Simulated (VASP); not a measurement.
# H5C2Cl in VASP: further runs, part 2 of 2

VASP 6.6.1. The steps go on from the part before.

**4. Single point, PBE+D3(BJ)**

This run uses another cell than the first one, of 15.36 Å³/atom, 1.108 times its volume.

INCAR

```
PREC = Accurate ; ENCUT = 520
EDIFF = 1E-6 ; ISMEAR = -1
SIGMA = 0.02 ; LREAL = Auto
LASPH = True ; NELM = 60
ALGO = Normal ; ISIF = 2
LWAVE = False ; LCHARG = True
GGA = PE ; IVDW = 12
LELF = True ; LVHAR = True
NBANDS = 48
```

KPOINTS

```
regular mesh
0
Gamma
  1 1 1
```

POSCAR

```
H5C2Cl
1.0
    7.1699950000      0.0000000000      0.0000000000
    0.0000000000      7.1699950000      0.0000000000
    0.0000000000      0.0000000000      7.1699950000
C H Cl
6 15 3
Direct
    0.9286617355      0.0624268218      0.1763181146
    0.7759977517     -0.0015481182      0.1048536296
    0.2360531632      0.2498607042      0.7580340014
    0.3362624381      0.1226500158      0.8548262586
    0.8010605307      0.6734453790      0.5638776596
    0.6340590196      0.7112138851      0.6331106228
    0.9483270211      0.0420641855      0.3286334230
    1.0341011395      0.1544352541      0.1058578144
    0.6757605828     -0.0628033911      0.1904185428
    0.7521623097      0.0242399053     -0.0468619574
    0.0804045191      0.2501117504      0.7397773639
    0.3069876618      0.3594284236      0.6751887554
    0.2570713090      0.0132357136      0.9363604856
    0.4997632495      0.0998327056      0.8509629365
    0.9353841948      0.7344774996      0.6116322257
    0.8045333365      0.6004188287      0.4324549738
    0.6140590056      0.7996658296      0.7639893752
    0.5042402401      0.6474760443      0.5778107237
    0.2559694951      0.8749517956      0.1494561712
   -0.0338075550      0.5207674482      0.9676575786
    0.6556908338      0.2486194202      0.1403487729
    0.3576013651      0.8909629644      0.2972805420
    0.1264854439      0.6159697461      0.9842684688
    0.5898330473      0.3918133834      0.0641701982
```

Potentials or basis: VASP PAW PBE potentials, release 64 (C, H, Cl).

Command:

```bash
cat potpaw_PBE.64/C/POTCAR potpaw_PBE.64/H/POTCAR potpaw_PBE.64/Cl/POTCAR > POTCAR
mpirun -np 1 vasp_gam > vasp.out
```

OUTCAR:

```text
PREC = Accurate
   ENCUT = 520
   EDIFF = 1E-6
   ISMEAR = -1
   LREAL = Auto
   LASPH = True
   NELM = 60
   ISIF = 2
   GGA = PE
   IVDW = 12
 IVDW          = 12

 ion  position               nearest neighbor table
   1  0.929  0.062  0.176-   7 1.11   8 1.12   2 1.29
   2  0.776  0.998  0.105-   9 1.04  10 1.12   1 1.29
   3  0.236  0.250  0.758-  12 1.11  11 1.12   4 1.35
   4  0.336  0.123  0.855-  13 1.13  14 1.18   3 1.35
   5  0.801  0.673  0.564-  16 1.08  15 1.11   6 1.32
   6  0.634  0.711  0.633-  18 1.11  17 1.14   5 1.32
   7  0.948  0.042  0.329-   1 1.11
   8  0.034  0.154  0.106-   1 1.12
   9  0.676  0.937  0.190-   2 1.04
  10  0.752  0.024  0.953-   2 1.12
  11  0.080  0.250  0.740-   3 1.12
  12  0.307  0.359  0.675-   3 1.11
[... 10 lines left out ...]
  23  0.126  0.616  0.984-  20 1.34
  24  0.590  0.392  0.064-  21 1.26

  LATTYP: Found a simple cubic cell.
 ALAT       =     7.1699950000

  Lattice vectors:

 A1 = (   7.1699950000,   0.0000000000,   0.0000000000)
 A2 = (   0.0000000000,   7.1699950000,   0.0000000000)
 A3 = (   0.0000000000,   0.0000000000,   7.1699950000)

Analysis of symmetry for initial positions (statically):
=====================================================================
 Subroutine PRICEL returns:
 Original cell was already a primitive cell.

 Routine SETGRP: Setting up the symmetry group for a
 simple cubic supercell.

 Subroutine GETGRP returns: Found  1 space group operations
 (whereof  1 operations were pure point group operations)
 out of a pool of 48 trial point group operations.

The static configuration has the point symmetry C_1 .

Analysis of symmetry for dynamics (positions and initial velocities):
=====================================================================
[... 151 lines left out ...]
  volume/ion in A,a.u.               =      15.36       103.64
  Fermi-wavevector in a.u.,A,eV,Ry     =   0.893867  1.689164 10.871039  0.798999
  Thomas-Fermi vector in A             =   2.016000
   LORBIT       =      0    0 simple, 1 ext, 2 COOP (PROOUT), +10 PAW based schemes
   GGA     = PE    functional components
   LHFCALC =     F    Hartree Fock is set to
   AEXX    =    0.0000 exact exchange contribution
   IVDW    =    12    specifies the selected vdW correction
   LEPSILON=     F    determine dielectric tensor
   LRPA    =     F    only Hartree local field effects (RPA)
 non-spin polarized calculation
  energy-cutoff  :      520.00
  volume of cell :      368.60
 maximum number of plane-waves:      4922
 NGX is ok and might be reduce to    54
   NGX = 27   NGY = 27   NGZ = 27

 number of electron      60.0000002 magnetization

 Free energy of the ion-electron system (eV)
  ---------------------------------------------------
  ext. energy  EPLUGINS =         0.00000000
  ---------------------------------------------------
  free energy    TOTEN  =      -113.17682082 eV

  energy without entropy =     -113.17682082  energy(sigma->0) =     -113.17682082

 E-fermi :  -2.4716     XC(G=0):  -6.1865

 val. band max:       -3.0114946512   @ k =   0.0000   0.0000   0.0000
 cond. band min:       1.5944998325   @ k =   0.0000   0.0000   0.0000
 fundamental gap:      4.6059944837
 Fermi energy:        -2.4716250069

 k-point     1 :       0.0000    0.0000    0.0000
  band No.  band energies     occupation
      1     -17.8950      2.00000
      2     -17.7230      2.00000
      3     -17.6215      2.00000
      4     -16.1531      2.00000
      5     -15.5418      2.00000
      6     -15.2831      2.00000
[... 34 lines left out ...]
     41       5.1147      0.00000
     42       5.1991      0.00000
 [bands above 42 left out]

------------------------ aborting loop because EDIFF is reached ----------------------------------------

 Edisp (eV)   -1.14390

 E8    (eV) :    -0.2939

  FORCE on cell =-STRESS in cart. coord.  units (eV):
  Direction    XX          YY          ZZ          XY          YZ          ZX
  --------------------------------------------------------------------------------------
  -------------------------------------------------------------------------------------
  Total      -2.36808     1.19345    -0.10419    -0.25637     1.52461     1.10594
  in kB     -10.29319     5.18749    -0.45287    -1.11435     6.62693     4.80714
  external pressure =       -1.85 kB  Pullay stress =        0.00 kB

 VOLUME and BASIS-vectors are now :
 -----------------------------------------------------------------------------
  energy-cutoff  :      520.00
  volume of cell :      368.60
      direct lattice vectors                 reciprocal lattice vectors
     7.169995000  0.000000000  0.000000000     0.139470111  0.000000000  0.000000000
     0.000000000  7.169995000  0.000000000     0.000000000  0.139470111  0.000000000
     0.000000000  0.000000000  7.169995000     0.000000000  0.000000000  0.139470111

 POSITION                                       TOTAL-FORCE (eV/Angst)
 -----------------------------------------------------------------------------------
      6.65850      0.44760      1.26420         2.656086      1.610138      2.102266
      5.56390      7.15890      0.75180        -0.435996      0.316725     -3.024150
      1.69250      1.79150      5.43510         0.543025     -0.322708     -0.444011
      2.41100      0.87940      6.12910         0.297135     -0.997215     -0.402933
      5.74360      4.82860      4.04300         0.641441      0.696374     -0.487817
      4.54620      5.09940      4.53940        -0.965492      0.497964      1.841011
[... 16 lines left out ...]
      0.90690      4.41650      7.05720        -1.226273     -0.768407     -0.171802
      4.22910      2.80930      0.46010        -0.378261      1.788470     -0.323119
 -----------------------------------------------------------------------------------
    total drift:                                0.006662     -0.006537      0.001483

  FREE ENERGIE OF THE ION-ELECTRON SYSTEM (eV)
  ---------------------------------------------------
  free  energy   TOTEN  =      -114.3207164815 eV

  energy  without entropy=     -114.3207164815  energy(sigma->0) =     -114.32071648
```

It took 49 s on 1 thread of Intel Xeon Platinum 8259CL at 2.50GHz (Skylake/Cascade Lake), shared host; peak memory 0.38 GiB.

Results:

| Item | Value |
| --- | --- |
| Free energy | -114.3207 eV |
| Pressure | -0.2 GPa |
| Largest force | 3.751 eV/Å |
| Band gap on the k mesh | 4.61 eV |
| Dispersion energy per atom | -0.048 eV |

Forces on the atoms (eV/Å):
```
C    2.656  1.610  2.102
C   -0.436  0.317 -3.024
C    0.543 -0.323 -0.444
C    0.297 -0.997 -0.403
C    0.641  0.696 -0.488
C   -0.965  0.498  1.841
H    0.223  0.184 -0.512
H   -0.600 -0.818  0.245
H   -1.237 -1.100  0.600
H   -0.199 -0.455  0.700
H    0.934 -0.151  0.555
H   -0.185 -0.386  0.251
H    0.676  0.728 -0.757
H   -2.612  0.767  0.002
H   -0.637 -0.271  0.046
H    0.296 -0.536 -0.319
H    0.192 -0.794 -1.123
H    0.550  0.338  0.053
H   -0.013 -0.024  0.197
H    1.005  0.786  0.155
H    0.620 -1.048  0.582
Cl  -0.145 -0.042  0.237
Cl  -1.226 -0.768 -0.172
Cl  -0.378  1.788 -0.323
```

Caveat: the k points lie up to 0.88 Å⁻¹ apart.

**5. Single point, PBE+D3(BJ)**

This run uses another cell than the first one, of 13.73 Å³/atom, 0.991 times its volume.

INCAR

```
SYSTEM = H5C2Cl
PREC = Accurate
ENCUT = 520
EDIFF = 1E-7
ISMEAR = -1
SIGMA = 0.02
LREAL = Auto
LASPH = .True.
NELM = 80
ALGO = Normal
ISIF = 2
LWAVE = .False.
LCHARG = .False.
GGA = PE
IVDW = 12
NBANDS = 48
```

KPOINTS

```
Automatic mesh
0
Gamma
  1 1 1
  0 0 0
```

POSCAR

```
H5C2Cl
1.0
    6.9078980000      0.0000000000      0.0000000000
    0.0000000000      6.9078980000      0.0000000000
    0.0000000000      0.0000000000      6.9078980000
C H Cl
6 15 3
Direct
    0.9072803333      0.0898247195      0.1745682985
    0.8261268478     -0.0477714060      0.0653599691
    0.1857149599      0.2477888353      0.7419623162
    0.3029865235      0.0970193827      0.7740560153
    0.7636186869      0.7040202389      0.5498199308
    0.6175974225      0.7280651799      0.6766747280
    0.8581336899      0.1234094655      0.3193446111
    1.0495956947      0.1514643094      0.1349469839
    0.7205375644     -0.1473241209      0.1252479408
    0.8892864371     -0.0590628292     -0.0846422457
    0.0288220816      0.2443579798      0.7515455497
    0.2559099744      0.3738763948      0.6764431090
    0.2718916811     -0.0551542597      0.8226525638
    0.4675083506      0.0937188129      0.7715516355
    0.9087858564      0.7344636531      0.5880660079
    0.7356362239      0.6143837098      0.4313902724
    0.6321894157      0.8073512377      0.8236948490
    0.4775258697      0.7036438581      0.6167288515
    0.2264219883      0.6997063361      0.3653788750
   -0.0652875882      0.6296560835      1.0168360911
    0.7052796668      0.2956760508      0.0787938675
    0.3366002219      0.8413123645      0.2995122395
    0.1042864269      0.6378061749      0.9559058342
    0.5859669613      0.4313323677      0.0326727465
```

Command:

```bash
cat potpaw_PBE.64/C/POTCAR potpaw_PBE.64/H/POTCAR potpaw_PBE.64/Cl/POTCAR > POTCAR
mpirun -np 1 vasp_gam > vasp.out
```

Run time: 72 s. Hardware: 1 thread of Intel Xeon 6975P-C, shared host; peak memory 0.36 GiB.

It converged, with:

```
Free energy                : -114.1314 eV
Pressure                   : 0.8 GPa
Largest force              : 2.396 eV/Å
Band gap on the k mesh     : 4.28 eV
Dispersion energy per atom : -0.054 eV
```

Forces on the atoms (eV/Å):
```
C    0.774 -0.079  0.281
C    1.097  0.961 -0.817
C    1.114 -0.689 -0.749
C    1.318 -1.582  0.730
C   -0.910 -0.052  2.216
C    1.265  1.641  0.791
H   -0.096 -0.175  0.496
H   -0.680  0.325 -0.249
H   -0.583  0.061 -0.331
H   -0.721 -0.408  1.035
H   -0.126 -0.054  0.011
H   -0.340  0.211  0.350
H   -0.885  1.086 -0.167
H   -1.148  0.988 -0.503
H    1.188  0.300  0.199
H   -0.206 -0.578 -1.804
H   -0.249 -1.033 -1.894
H   -0.965 -0.445  0.347
H    0.545  0.736 -0.430
H   -1.302 -0.191  0.370
H    0.309 -0.486  0.051
Cl  -0.478 -0.449  0.499
Cl   1.301 -0.461 -0.587
Cl  -0.222  0.375  0.155
```

Stress tensor (GPa, compression positive):
```
1.41 0.08 1.06
0.08 0.69 0.85
1.06 0.85 0.34
```

Levels at points of the mesh, in eV from the valence-band top:
| k point | band 27 | band 28 | band 29 | band 30 | band 31 | band 32 | band 33 | band 34 |
| --- | --- | --- | --- | --- | --- | --- | --- | --- |
| (0.00, 0.00, 0.00) | -0.98 | -0.40 | -0.09 | 0.00 | 4.28 | 4.76 | 5.16 | 5.62 |

Caveat: the k points lie up to 0.91 Å⁻¹ apart.

**6. The runs side by side**

```tsv
cell	gap on the mesh (eV)	pressure (GPa)	largest force (eV/Å)
a = 6.929 Å, 24 atoms	4.44	1.3	2.51
a = 7.084 Å, 24 atoms	4.93	-0.4	3.42
a = 7.170 Å, 24 atoms	4.61	-0.2	3.75
a = 6.908 Å, 24 atoms	4.28	0.8	2.40
```

Alike in all rows: task single point; level PBE+D3(BJ); potentials or basis VASP PAW PBE potentials, release 64 (C, H, Cl); no spin polarisation; k mesh 1 × 1 × 1; cutoff (eV) 520; smearing fermi-dirac 0.02 eV.

Caveats: all runs use coarse meshes.

Total energies depend on the potentials used, so only differences within one code and one set of settings carry meaning.
